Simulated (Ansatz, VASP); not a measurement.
Two plane-wave programs on SnGe2

```
Ge Sn
1.0
     4.15511    0.00000    0.00000
    -2.07755    3.59843    0.00000
     0.00000    0.00000   10.14628
Ge Sn
4 2
Direct
  0.00000 0.00000 0.88186
  0.66667 0.33333 0.53552
  0.33333 0.66667 0.46448
  0.00000 0.00000 0.11814
  0.33333 0.66667 0.20802
  0.66667 0.33333 0.79198
```

Alike in both runs: task single point; functional r2SCAN; k mesh 6 × 6 × 2; occupations fermi-dirac, width 0.02 eV; no spin polarisation.

```csv
,VASP,Ansatz
version,VASP 6.6.1,Ansatz 0.2.0
potentials or method,"VASP PAW PBE potentials, release 64 (Ge_d, Sn_d)","plane waves, PAW"
plane-wave cutoff (eV),520,500
valence electrons in the cell,84,84
```

```tsv
	VASP	Ansatz	Ansatz less VASP
pressure (GPa)	4.2	4.2	-0.01
rms of the force components (eV/Å)	0.035	0.035	0.0000
```

VASP's potentials were made for PBE, not for r2SCAN. With one functional, cell and mesh, what is left measures potentials, basis and numerics.
